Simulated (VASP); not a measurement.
# Ga3Se: single point with PBEsol

Ga3Se:

```xyz
4
Lattice="4.1898 0.0000 0.0000 0.0000 4.1898 0.0000 0.0000 0.0000 4.1898" Properties=species:S:1:pos:R:3 pbc="T T T"
Se    0.0000    0.0000    0.0000
Ga    2.0949    2.0949    0.0000
Ga    2.0949    0.0000    2.0949
Ga    0.0000    2.0949    2.0949
```

```yaml
Program: VASP 6.6.1
Task: single point
Functional: PBEsol
Potentials_or_basis: VASP PAW PBE potentials, release 64 (Se, Ga_d)
Cutoff: 520 eV
k_mesh: 6 × 6 × 6
Occupations: fermi-dirac, width 0.05 eV
Spin: no spin polarisation
Dipole_correction: no
Further_INCAR_settings: ALGO = Normal; EDIFF = 1e-06; NBANDS = 30
```

```
Pressure               : 5.2 GPa
Band gap on the k mesh : zero (an odd number of electrons rules out a gap without spin polarisation)
```

Levels at points of the mesh, in eV from the Fermi level:
```csv
k point,band 20,band 21,band 22,band 23,band 24,band 25,band 26,band 27
"(0.00, 0.00, 0.00)",-4.54,-2.66,-2.66,1.81,1.81,1.81,4.79,4.79
"(0.50, 0.00, 0.00)",-3.38,-1.59,-1.21,-0.63,-0.63,0.77,4.71,4.71
"(0.50, 0.50, 0.00)",-2.58,-1.01,-0.39,-0.39,1.49,1.49,1.76,1.91
"(0.50, 0.50, 0.50)",-5.31,-5.31,-5.31,-4.26,4.76,4.76,4.76,9.84
```

Run time: 57 s on 1 thread of Intel Xeon 8259CL, with other jobs on the host, peak memory 0.19 GiB.

Caveat: the cell stands under pressure; the PAW data sets were made with another functional, which shifts forces and pressure a little.
